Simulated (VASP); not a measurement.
# Zn (P6/mmm) in VASP: notebook

Runs on Zn. Level: PBE. Tasks: single point, relaxation of shape and atoms at fixed volume.

All numbers are computed with VASP 6.6.1; they aren't measurements. Logs are shortened: lines on timing, memory, paths and dates and some standing lists are left out, and cuts for length are marked.

## (1) The cell of the first run

It takes space group P6/mmm (No. 191, hexagonal). The conventional cell has a = 2.541 Å, b = 2.541 Å, c = 2.772 Å, α = 90.00°, β = 90.00°, γ = 120.00°. Within 3.4 Å of Zn (site symmetry 6/mmm) lie 8 Zn at 2.54 to 2.77 Å.

## (2) Single point, PBE

INCAR reads:

```
PREC     = Accurate       # precision mode
ENCUT    = 520            # plane-wave cutoff, eV
EDIFF    = 1E-6           # SCF threshold, eV
ISMEAR   = -1             # smearing method
SIGMA    = 0.1            # smearing width, eV
LREAL    = False          # projectors in reciprocal space
LASPH    = True           # aspherical terms in the spheres
NELM     = 100            # most SCF steps
ALGO     = Normal         # electronic algorithm
ISIF     = 2              # what is computed and relaxed
LWAVE    = False          # write WAVECAR
LCHARG   = False          # write CHGCAR
GGA      = PE             # functional
NBANDS   = 12             # bands
```

KPOINTS reads:

```
regular mesh
0
Gamma
  16 16 15
```

POSCAR reads:

```
Zn
1.0
    2.5409161145      0.0000000000      0.0000000000
   -1.2704580573      2.2004979041      0.0000000000
    0.0000000000      0.0000000000      2.7721431896
Zn
1
Direct
    0.0000000000      0.0000000000      0.0000000000
```

Potentials or basis: VASP PAW PBE potentials, release 64 (Zn).

Launch:

```console
$ cat potpaw_PBE.64/Zn/POTCAR > POTCAR
$ mpirun -np 1 vasp_std > vasp.out
```

OUTCAR:

```text
PREC = Accurate
   ENCUT = 520
   EDIFF = 1E-6
   ISMEAR = -1
   LREAL = False
   LASPH = True
   NELM = 100
   ISIF = 2
   GGA = PE

 ion  position               nearest neighbor table
   1  0.000  0.000  0.000-

  LATTYP: Found a hexagonal cell.
 ALAT       =     2.5409161145
 C/A-ratio  =     1.0910014596

  Lattice vectors:

 A1 = (   2.5409161145,   0.0000000000,   0.0000000000)
 A2 = (  -1.2704580573,   2.2004979041,   0.0000000000)
 A3 = (   0.0000000000,   0.0000000000,   2.7721431896)

Analysis of symmetry for initial positions (statically):
=====================================================================
 Subroutine PRICEL returns:
 Original cell was already a primitive cell.

 Routine SETGRP: Setting up the symmetry group for a
 hexagonal supercell.

 Subroutine GETGRP returns: Found 24 space group operations
 (whereof 24 operations were pure point group operations)
 out of a pool of 24 trial point group operations.

The static configuration has the point symmetry D_6h.

Analysis of symmetry for dynamics (positions and initial velocities):
=====================================================================
 Subroutine PRICEL returns:
 Original cell was already a primitive cell.

 Routine SETGRP: Setting up the symmetry group for a
 hexagonal supercell.

 Subroutine GETGRP returns: Found 24 space group operations
 (whereof 24 operations were pure point group operations)
 out of a pool of 24 trial point group operations.

The dynamic configuration has the point symmetry D_6h.

 Subroutine INISYM returns: Found 24 space group operations
 (whereof 24 operations are pure point group operations),
 and found     1 'primitive' translations

----------------------------------------------------------------------------------------

                                     Primitive cell

  volume of cell :      15.4998

  direct lattice vectors                    reciprocal lattice vectors
     2.540916114  0.000000000  0.000000000     0.393558841  0.227221303  0.000000000
    -1.270458057  2.200497904  0.000000000     0.000000000  0.454442605  0.000000000
     0.000000000  0.000000000  2.772143190     0.000000000  0.000000000  0.360731727

  length of vectors
     2.540916114  2.540916115  2.772143190     0.454442605  0.454442605  0.360731727

  position of ions in fractional coordinates (direct lattice)
     0.000000000  0.000000000  0.000000000

  ion indices of the primitive-cell ions
   primitive index   ion index
                 1           1

----------------------------------------------------------------------------------------

 KPOINTS: regular mesh

Automatic generation of k-mesh.
 Grid dimensions read from file:
 generate k-points for:   16   16   15

 Generating k-lattice:

  Cartesian coordinates                     Fractional coordinates (reciprocal lattice)
     0.024597428  0.014201331  0.000000000     0.062500000  0.000000000  0.000000000
     0.000000000  0.028402663  0.000000000     0.000000000  0.062500000  0.000000000
     0.000000000  0.000000000  0.024048782     0.000000000  0.000000000  0.066666667

  Length of vectors
     0.028402663  0.028402663  0.024048782

  Shift w.r.t. Gamma in fractional coordinates (k-lattice)
     0.000000000  0.000000000  0.000000000

 Subroutine IBZKPT returns following result:
 ===========================================

 Found    240 irreducible k-points:

 Following reciprocal coordinates:
            Coordinates               Weight
  0.000000  0.000000  0.000000      1.000000
  0.062500  0.000000  0.000000      6.000000
  0.125000  0.000000  0.000000      6.000000
  0.187500  0.000000  0.000000      6.000000
  0.250000  0.000000  0.000000      6.000000
  0.312500  0.000000  0.000000      6.000000
[... 16 lines left out ...]
  0.187500  0.187500  0.000000      6.000000
  0.250000  0.187500  0.000000     12.000000
 [... further k-points ...]
   k-points           NKPTS =    240   k-points in BZ     NKDIM =    240   number of bands    NBANDS=     12
   number of dos      NEDOS =    301   number of ions     NIONS =      1
   total plane-waves  NPLWV =   9600
   dimension x,y,z NGX =    20 NGY =   20 NGZ =   24
   dimension x,y,z NGXF=    40 NGYF=   40 NGZF=   48
   ions per type =               1
   NGX,Y,Z   is equivalent  to a cutoff of  13.09, 13.09, 14.39 a.u.
   NGXF,Y,Z  is equivalent  to a cutoff of  26.17, 26.17, 28.79 a.u.
 SYSTEM =  unknown system
   PREC   = accura    normal or accurate (medium, high low for compatibility)
   ISTART =      0    job   : 0-new  1-cont  2-samecut
   ICHARG =      2    charge: 1-file 2-atom 10-const
   ISPIN  =      1    spin polarized calculation?
   LNONCOLLINEAR =      F non collinear calculations
   LSORBIT =      F    spin-orbit coupling
   LASPH  =      T    aspherical Exc in radial PAW
   ENCUT  =  520.0 eV  38.22 Ry    6.18 a.u.   4.72  4.72  5.15*2*pi/ulx,y,z
   NELM   =    100;   NELMIN=  2; NELMDL= -5     # of ELM steps
   EDIFF  = 0.1E-05   stopping-criterion for ELM
   LREAL  =      F    real-space projection
   EDIFFG = 0.1E-04   stopping-criterion for IOM
   NSW    =      0    number of steps for IOM
   IBRION =     -1    ionic relax: 0-MD 1-quasi-New 2-CG
   NFREE  =      0    steps in history (QN), initial steepest desc. (CG)
   ISIF   =      2    stress and relaxation
   ISYM   =      2    0-nonsym 1-usesym 2-fastsym
   POTIM  = 0.5000    time-step for ionic-motion
   TEBEG  =    0.0;   TEEND  =   0.0 temperature during run
   PSTRESS=    0.0 pullay stress
   NELECT =      12.0000    total number of electrons
   NUPDOWN=      -1.0000    fix difference up-down
   EMIN   =  10.00;   EMAX   =-10.00  energy-range for DOS
   EFERMI =   0.00;   METHOD = LEGACY
   ISMEAR =    -1;   SIGMA  =   0.10  broadening in eV -4-tet -1-fermi 0-gaus
   EFERMI_NEDOS =   21; number of points for ismear=-14 and -15
   IALGO  =     38    algorithm
   IMIX   =      4    mixing-type and parameters
     AMIX     =   0.40;   BMIX     =  1.00
     AMIX_MAG =   1.60;   BMIX_MAG =  1.00
  volume/ion in A,a.u.               =      15.50       104.60
  Fermi-wavevector in a.u.,A,eV,Ry     =   1.503233  2.840698 30.745208  2.259709
  Thomas-Fermi vector in A             =   2.614370
   LORBIT       =      0    0 simple, 1 ext, 2 COOP (PROOUT), +10 PAW based schemes
   GGA     = PE    functional components
   LHFCALC =     F    Hartree Fock is set to
   AEXX    =    0.0000 exact exchange contribution
   IVDW    =     0    specifies the selected vdW correction
   LEPSILON=     F    determine dielectric tensor
   LRPA    =     F    only Hartree local field effects (RPA)
 non-spin polarized calculation
  energy-cutoff  :      520.00
  volume of cell :       15.50
 maximum number of plane-waves:       430
 NGX is ok and might be reduce to    20
   NGX =  9   NGY =  9   NGZ = 11

 number of electron      12.0000010 magnetization

 Free energy of the ion-electron system (eV)
  ---------------------------------------------------
  ext. energy  EPLUGINS =         0.00000000
  ---------------------------------------------------
  free energy    TOTEN  =        -0.96112140 eV

  energy without entropy =       -0.94938483  energy(sigma->0) =       -0.95525311

 E-fermi :   2.9534     XC(G=0): -11.3791

 val. band max:        2.9526927325   @ k =   0.3750   0.2500   0.1333
 cond. band min:       2.9571815649   @ k =   0.4375   0.0625   0.0667
 fundamental gap:      0.0044888324
 Fermi energy:         2.9534241073

 k-point     1 :       0.0000    0.0000    0.0000
  band No.  band energies     occupation
      1      -7.4034      2.00000
      2      -5.4287      2.00000
      3      -4.8576      2.00000
      4      -4.8576      2.00000
      5      -4.1594      2.00000
      6      -4.1594      2.00000
      7      11.6438      0.00000
      8      15.7809      0.00000
      9      23.1003      0.00000
     10      23.1003      0.00000
     11      23.8931      0.00000
     12      26.0424      0.00000

 k-point     2 :       0.0625    0.0000    0.0000
  band No.  band energies     occupation
      1      -7.2738      2.00000
      2      -5.4107      2.00000
      3      -4.8778      2.00000
      4      -4.8235      2.00000
      5      -4.1867      2.00000
      6      -4.1644      2.00000
      7      11.8007      0.00000
      8      15.8324      0.00000
      9      21.0455      0.00000
     10      22.1234      0.00000
     11      23.2426      0.00000
     12      27.2186      0.00000

 k-point     3 :       0.1250    0.0000    0.0000
  band No.  band energies     occupation
      1      -6.8934      2.00000
      2      -5.3600      2.00000
      3      -4.9259      2.00000
      4      -4.7254      2.00000
      5      -4.2631      2.00000
      6      -4.1784      2.00000
      7      12.2650      0.00000
      8      15.8804      0.00000
      9      17.9910      0.00000
     10      20.5648      0.00000
     11      22.4821      0.00000
     12      29.3757      0.00000
[... 286 lines left out ...]
 k-point    23 :       0.1875    0.1875    0.0000
  band No.  band energies     occupation
      1      -5.1858      2.00000
      2      -5.1129      2.00000
      3      -4.9301      2.00000
      4      -4.5995      2.00000
      5      -4.3033      2.00000
      6      -3.1563      2.00000
      7      10.5487      0.00000
      8      10.9948      0.00000
      9      15.5750      0.00000
     10      18.4327      0.00000
     11      27.4420      0.00000
     12      28.6281      0.00000

 k-point    24 :       0.2500    0.1875    0.0000
  band No.  band energies     occupation
      1      -5.2774      2.00000
      2      -5.0103      2.00000
      3      -4.6763      2.00000
      4      -4.6619      2.00000
      5      -4.3518      2.00000
      6      -1.9858      2.00000
      7       8.0800      0.00000
      8      10.0354      0.00000
      9      16.9014      0.00000
     10      19.3118      0.00000
     11      27.1057      0.00000
     12      27.5567      0.00000

 [... further k-points ...]

------------------------ aborting loop because EDIFF is reached ----------------------------------------

  FORCE on cell =-STRESS in cart. coord.  units (eV):
  Direction    XX          YY          ZZ          XY          YZ          ZX
  --------------------------------------------------------------------------------------
  -------------------------------------------------------------------------------------
  Total        0.7276694      0.7276694      0.6899200     -0.0000000      0.0000000      0.0000000
  in kB       75.2172980     75.2172980     71.3152392     -0.0000000      0.0000000      0.0000000
  external PRESSURE =      73.9166117 kB  Pullay stress =       0.0000000 kB

 VOLUME and BASIS-vectors are now :
 -----------------------------------------------------------------------------
  energy-cutoff  :      520.00
  volume of cell :       15.50
      direct lattice vectors                 reciprocal lattice vectors
     2.540916114  0.000000000  0.000000000     0.393558841  0.227221303  0.000000000
    -1.270458057  2.200497904  0.000000000     0.000000000  0.454442605  0.000000000
     0.000000000  0.000000000  2.772143190     0.000000000  0.000000000  0.360731727

 POSITION                                       TOTAL-FORCE (eV/Angst)
 -----------------------------------------------------------------------------------
      0.00000      0.00000      0.00000         0.000000      0.000000      0.000000
 -----------------------------------------------------------------------------------
    total drift:                               -0.000000      0.000000      0.000000

  FREE ENERGIE OF THE ION-ELECTRON SYSTEM (eV)
  ---------------------------------------------------
  free  energy   TOTEN  =        -0.9611214016 eV

  energy  without entropy=       -0.9493848280  energy(sigma->0) =       -0.95525311
```

Wall time 21 s (1 thread of Intel Xeon Platinum 8259CL at 2.50GHz (Skylake/Cascade Lake), shared host); peak memory 0.16 GiB.

Results:

```yaml
Free_energy: -0.9611 eV
Pressure: 7.4 GPa
Band_gap_on_the_k_mesh: zero (band 6 reaches 6.20 eV, above the bottom of band 7 at -0.66 eV)
```

Stress tensor (GPa, compression positive):
```
7.52 0.00 0.00
0.00 7.52 0.00
0.00 0.00 7.13
```

## (3) Single point, PBE

This run uses another cell than the first one, of 17.61 Å³/atom, 1.136 times its volume.

INCAR reads:

```
SYSTEM = Zn
  PREC = Accurate
  ENCUT = 520
  EDIFF = 1E-6
  ISMEAR = -1
  SIGMA = 0.1
  LREAL = .False.
  LASPH = .True.
  NELM = 100
  ALGO = Normal
  ISIF = 2
  LWAVE = .False.
  LCHARG = .True.
  GGA = PE
  LELF = .True.
  LVHAR = .True.
  NBANDS = 12
```

KPOINTS reads:

```
Automatic mesh
0
Gamma
  16 16 15
  0 0 0
```

POSCAR reads:

```
Zn
1.0
    2.5724053644      0.0000000000      0.0000000000
   -1.2862026822      2.2277683944      0.0000000000
    0.0000000000      0.0000000000      3.0735114047
Zn
1
Direct
    0.0000000000      0.0000000000      0.0000000000
```

Potentials or basis: VASP PAW PBE potentials, release 64 (Zn).

Launch:

```console
$ cat potpaw_PBE.64/Zn/POTCAR > POTCAR
$ mpirun -np 1 vasp_std > vasp.out
```

Run time: 25 s. Hardware: 1 thread of Intel Xeon Platinum 8259CL at 2.50GHz (Skylake/Cascade Lake), shared host; peak memory 0.16 GiB.

It converged, with:

```
Free energy            : -1.0032 eV
Pressure               : 0.3 GPa
Band gap on the k mesh : zero (band 6 reaches 4.85 eV, above the bottom of band 7 at -1.29 eV)
```

Stress tensor (GPa, compression positive):
```
0.42 0.00 0.00
0.00 0.42 0.00
0.00 0.00 0.04
```

Levels at points of the mesh, in eV from the Fermi level:
```csv
k point,band 2,band 3,band 4,band 5,band 6,band 7,band 8,band 9,band 10,band 11
"(0.00, 0.00, 0.00)",-7.89,-7.58,-7.58,-6.98,-6.98,6.02,10.00,20.24,20.24,21.10
"(0.50, 0.00, 0.00)",-7.65,-7.42,-7.11,-6.68,-1.92,-0.17,12.70,13.05,15.24,15.95
```

## (4) Relaxation of shape and atoms at fixed volume, PBE

This run uses another cell than the first one, of 7.57 Å³/atom, 0.489 times its volume.

INCAR reads:

```
PREC = Accurate
ENCUT = 600
EDIFF = 1E-7
ISMEAR = -1
SIGMA = 0.1
LREAL = F
LASPH = T
NELM = 100
ALGO = Normal
ISIF = 4
LWAVE = F
LCHARG = F
GGA = PE
IBRION = 2
NSW = 50
EDIFFG = -0.005
```

KPOINTS reads:

```
regular mesh
0
Gamma
  16 16 15
```

POSCAR reads:

```
Zn
1.0
    1.9416110059      0.0000000000      0.0000000000
   -0.9708055029      1.6814844553      0.0000000000
    0.0000000000      0.0000000000      2.3198379434
Zn
1
Direct
    0.0000000000      0.0000000000      0.0000000000
```

Launch:

```console
$ cat potpaw_PBE.64/Zn/POTCAR > POTCAR
$ mpirun -np 1 vasp_std > vasp.out
```

Run time: 1.7 min. Hardware: 1 thread of Intel Xeon Platinum 8259CL at 2.50GHz (Skylake/Cascade Lake), shared host; peak memory 0.14 GiB.

Results (log left out):

```yaml
Free_energy: 3.5467 eV
Energy_gained_by_relaxing: 1151.9 meV/atom
Ionic_steps: 18
Pressure_after_relaxing: 341.1 GPa
Band_gap_on_the_k_mesh: zero (band 6 reaches 16.20 eV, above the bottom of band 7 at 8.25 eV)
```

Step by step:
```csv
step,energy change (eV),largest force (eV/Å),pressure (GPa),volume (Å³)
1,0.0000,0.0000,410.09,7.57
2,45.7034,0.0000,2067.57,7.57
3,-0.4940,0.0000,384.19,7.57
4,-0.7744,0.0000,368.44,7.57
5,-1.1507,0.0000,340.66,7.57
6,-1.1519,0.0000,341.08,7.57
7,-1.1515,0.0000,341.41,7.57
8,-1.1516,0.0000,341.39,7.57
9,-1.1517,0.0000,341.32,7.57
10,-1.1517,0.0000,341.33,7.57
11,-1.1517,0.0000,341.33,7.57
12,-1.1517,0.0000,341.32,7.57
13,-1.1518,0.0000,341.30,7.57
14,-1.1518,0.0000,341.28,7.57
15,-1.1519,0.0000,341.24,7.57
16,-1.1519,0.0000,341.15,7.57
17,-1.1519,0.0000,340.99,7.57
18,-1.1519,0.0000,341.10,7.57
```

Final structure:
```
CELL_PARAMETERS angstrom
2.07254 0.00000 0.00000
-1.03627 1.79487 0.00000
0.00000 0.00000 2.03599
ATOMIC_POSITIONS crystal
Zn 0.00000 0.00000 0.00000
```

Levels at points of the mesh, in eV from the Fermi level:
```tsv
k point	band 3	band 4	band 5	band 6	band 7	band 8	band 9	band 10
(0.00, 0.00, 0.00)	-11.93	-11.93	-9.56	-9.56	17.47	23.90	24.61	29.59
(0.50, 0.00, 0.00)	-11.18	-9.89	-9.17	-7.60	-0.06	16.24	23.17	27.21
```

## (5) Relaxation of shape and atoms at fixed volume, PBE

This run uses another cell than the first one, of 8.81 Å³/atom, 0.568 times its volume.

INCAR reads:

```
PREC = Accurate ; ENCUT = 600
EDIFF = 1E-7 ; ISMEAR = -1
SIGMA = 0.1 ; LREAL = F
LASPH = T ; NELM = 100
ALGO = Normal ; ISIF = 4
LWAVE = F ; LCHARG = F
GGA = PE ; IBRION = 2
NSW = 50 ; EDIFFG = -0.005
```

KPOINTS is that of step 4.

POSCAR reads:

```
Zn
1.0
    2.0417194907      0.0000000000      0.0000000000
   -1.0208597454      1.7681809464      0.0000000000
    0.0000000000      0.0000000000      2.4394476185
Zn
1
Direct
    0.0000000000      0.0000000000      0.0000000000
```

Launch:

```console
$ cat potpaw_PBE.64/Zn/POTCAR > POTCAR
$ mpirun -np 1 vasp_std > vasp.out
```

It took 41 s on 1 thread of Intel Xeon Platinum 8259CL at 2.50GHz (Skylake/Cascade Lake), shared host; peak memory 0.14 GiB.

The run converged, but its numbers aren't listed here, since they failed a check.

## (6) The runs side by side

| task | cell | cutoff (eV) | gap on the mesh (eV) | pressure (GPa) |
| --- | --- | --- | --- | --- |
| single point | a = 2.541, b = 2.541, c = 2.772 Å, angles 90.0, 90.0, 120.0°, 1 atom | 520 | none | 7.4 |
| single point | a = 2.572, b = 2.572, c = 3.074 Å, angles 90.0, 90.0, 120.0°, 1 atom | 520 | none | 0.3 |
| relaxation of shape and atoms at fixed volume | relaxed from a = 1.942, b = 1.942, c = 2.320 Å, angles 90.0, 90.0, 120.0°, 1 atom | 600 | none | 341.1 |

Alike in all rows: level PBE; potentials or basis VASP PAW PBE potentials, release 64 (Zn); no spin polarisation; k mesh 16 × 16 × 15; smearing fermi-dirac 0.1 eV.

Total energies depend on the potentials used, so only differences within one code and one set of settings carry meaning.
